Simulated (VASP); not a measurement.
Runs of VASP 6.6.1 on Al. The structure is cubic, space group Im-3m (No. 229). The conventional cell has a = 3.182 Å, b = 3.182 Å, c = 3.182 Å, α = 90.00°, β = 90.00°, γ = 90.00°. Within 3.6 Å of Al (site symmetry m-3m) lie 14 Al at 2.76 to 3.18 Å. This isn't the form of Al at room conditions, which is fcc.

```csv
smearing,gap on the mesh (eV),pressure (GPa)
fermi-dirac 0.05 eV,none,-1.3
fermi-dirac 0.1 eV,none,(a)
fermi-dirac 0.2 eV,none,-1.0
fermi-dirac 0.3 eV,none,-0.7
```

Alike in all rows: task single point; level PBEsol+D3(BJ); potentials or basis VASP PAW PBE potentials, release 64 (Al); no spin polarisation; cell as given; k mesh 13 × 13 × 13; cutoff (eV) 500.

Q: Fill in the values left out.

A: (a) -1.2.

Caveats: the PAW data sets were made with another functional, which shifts forces and pressure a little; so wide a smearing shifts energies and pressures (at least some runs).

A gap of «none» marks levels without a gap at the run's occupations.
